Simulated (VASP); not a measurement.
ZnSe: single point with LDA

The system is ZnSe.

```xyz
2
Lattice="0.0000 2.9366 2.7638 2.7638 0.0000 2.7638 2.7638 2.9366 0.0000" Properties=species:S:1:pos:R:3 pbc="T T T"
Zn    0.0000    0.0000    0.0000
Se    4.1458    4.4049    4.1458
```

* Program: VASP 6.6.1
* Task: single point
* Functional: LDA
* Potentials or basis: VASP PAW LDA potentials, release 64 (Zn, Se)
* Cutoff: 520 eV
* k mesh: 10 × 10 × 10
* Occupations: gaussian, width 0.05 eV
* Spin: no spin polarisation
* Dipole correction: no
* Further INCAR settings: ALGO = Normal; EDIFF = 1e-06; NBANDS = 16

```json
{"Pressure": "-2.3 GPa", "Band gap on the k mesh": "1.03 eV"}
```

Stress tensor (GPa, compression positive):
```
-1.43  0.00  0.00
 0.00 -4.07  0.00
 0.00  0.00 -1.43
```

Levels at points of the mesh, in eV from the valence-band top:
```
           k point  band 6  band 7  band 8  band 9  band 10  band 11  band 12  band 13
(0.00, 0.00, 0.00)   -6.43   -0.26    0.00    0.00     1.03     5.63     5.63     5.66
(0.50, 0.00, 0.00)   -6.28   -5.45   -1.16   -0.78     2.27     6.03     6.46     8.33
(0.50, 0.50, 0.00)   -6.23   -4.84   -2.49   -2.38     2.61     3.06    10.64    10.67
(0.50, 0.00, 0.50)   -6.30   -5.20   -2.10   -2.10     2.90     3.63    10.14    11.12
```

It took 120 s on 1 thread of Intel Xeon 8259CL, on a shared host, peak memory 0.2 GiB.
